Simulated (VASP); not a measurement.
The system is SrTi2O4.

```
CELL_PARAMETERS angstrom
2.17037 1.25306 6.90915
-2.17037 1.25306 6.90915
0.00000 -2.50613 6.90915
ATOMIC_POSITIONS crystal
Sr 0.00000 0.00000 0.00000
Ti 0.08841 0.08841 0.08841
Ti 0.91159 0.91159 0.91159
O 0.20754 0.20754 0.20754
O 0.79246 0.79246 0.79246
O 0.39031 0.39031 0.39031
O 0.60969 0.60969 0.60969
```

The cell was built from a structure type or drawn by symmetry, and may not be a known phase.

- Program: VASP 6.6.1
- Task: relaxation of cell and atoms
- Functional: PBE
- Potentials or basis: VASP PAW PBE potentials, release 64 (Sr_sv, Ti_sv, O)
- Cutoff: 600 eV
- k mesh: 3 × 3 × 3
- Occupations: gaussian, width 0.15 eV
- Spin: collinear spin
- Starting moments: [0.0, 1.0, 1.0, 0.0, 0.0, 0.0, 0.0] μB

At the start: pressure 7.5 GPa; volume 16.11 Å³/atom.

Q: Where does the relaxation end?

A: Over 12 steps the energy falls by 3285.9 meV/atom and the volume is 12.17 Å³/atom (-24.4 %); space group R-3m (No. 166, to 0.1 Å) before and after; moment 1.57 μB per cell.

The path:
```tsv
step	energy change (eV)	largest force (eV/Å)	pressure (GPa)	volume (Å³)
1	0.0000	23.5142	7.53	112.74
2	-15.4554	7.0716	-9.90	113.43
3	-18.7215	2.3799	-22.83	115.82
4	-21.4251	5.7589	12.89	83.74
5	-21.6534	4.3887	0.69	89.28
6	-22.7556	1.2746	6.06	82.97
7	-22.7791	1.1201	8.50	81.52
8	-22.9237	0.4862	-4.94	87.60
9	-22.9577	0.6483	-1.30	85.67
10	-22.9914	0.2903	-0.42	85.23
11	-22.9993	0.0927	0.34	84.90
12	-23.0014	0.0350	-0.04	85.18
```

Final structure:
```
Sr Ti O
1.0
     1.68703    0.97401    8.63973
    -1.68703    0.97401    8.63973
     0.00000   -1.94802    8.63973
Sr Ti O
1 2 4
Direct
  0.00000 0.00000 0.00000
  0.11798 0.11798 0.11798
  0.88202 0.88202 0.88202
  0.19849 0.19849 0.19849
  0.80151 0.80151 0.80151
  0.39537 0.39537 0.39537
  0.60463 0.60463 0.60463
```

Caveat: the k points lie up to 0.72 Å⁻¹ apart in the final cell; the volume moved by over 15 % at a fixed basis, so the end points are rough; the relaxation stopped at a loose force limit of 0.08 eV/Å, so its end isn't a converged minimum.
